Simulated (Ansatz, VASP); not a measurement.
# Se in VASP and in Ansatz

INCAR

```
SYSTEM = Se
  PREC = Accurate
  ENCUT = 520
  EDIFF = 1E-8
  ISMEAR = -1
  SIGMA = 0.03
  LREAL = .False.
  LASPH = .True.
  NELM = 60
  ALGO = Normal
  ISIF = 2
  LWAVE = .False.
  LCHARG = .False.
  GGA = PE
  LEFG = .True.
  NBANDS = 16
```

Contents of KPOINTS:

```
regular mesh
0
Gamma
  6 6 5
  0 0 0
```

POSCAR

```
Se
1.0
    4.3661999489      0.0000000000      0.0000000000
   -2.1830999745      3.7812400738      0.0000000000
    0.0000000000      0.0000000000      4.8049920000
Se
3
Direct
    0.2254000000      0.0000000000      0.3333333333
    0.0000000000      0.2254000000      0.6666666667
    0.7746000000      0.7746000000      0.0000000000
```

Input for Ansatz:

```yaml
crystal:
  lattice:
    - [4.3661999489, 0.0, 0.0]
    - [-2.1830999745, 3.7812400738, 0.0]
    - [0.0, 0.0, 4.804992]
  atoms:
    - { symbol: Se, position: [0.2254, 0.0, 0.3333333333] }
    - { symbol: Se, position: [0.0, 0.2254, 0.6666666667] }
    - { symbol: Se, position: [0.7746, 0.7746, 0.0] }
kpoints:
  mp_grid: { grid: [6, 6, 5] }
scf:
  occupations: { method: fermi_dirac, width: 0.03 }
hamiltonian:
  xc: pbe
  pseudopotentials: { kind: all_electron, datasets: crystal }
output:
  forces: true
  stress: true
  eigenvalues: true
  efg: { contact_densities: true }
```

Change from the starting cell: zz strain of -3 %, crystal datasets.

Alike in both runs: task electric field gradients; functional PBE; k mesh 6 × 6 × 5; occupations fermi-dirac, width 0.03 eV; no spin polarisation.

|  | VASP | Ansatz |
| --- | --- | --- |
| version | VASP 6.6.1 | Ansatz 0.2.0 |
| potentials or method | VASP PAW PBE potentials, release 64 (Se), cutoff 520 eV | all-electron PAW with datasets made for the crystal, scalar-relativistic |

|  | VASP | Ansatz | Ansatz less VASP |
| --- | --- | --- | --- |
| gap on the k mesh at the Fermi level (eV) | 1.25 | 1.25 | +0.008 |
| pressure (GPa) | 5.7 | 5.5 | -0.18 |
| traceless stress, the component that is largest in VASP (GPa) | 2.72 | 2.66 | -0.059 |
| rms of the force components (eV/Å) | 0.485 | 0.458 | -0.0271 |
| size of Vzz on the site where it differs most (V/Å²) | 499.2 | 520.9 | +21.68 |

Atom by atom the forces differ by 0.027 eV/Å (rms over components). Ansatz ran all-electron here, and VASP with PAW potentials.
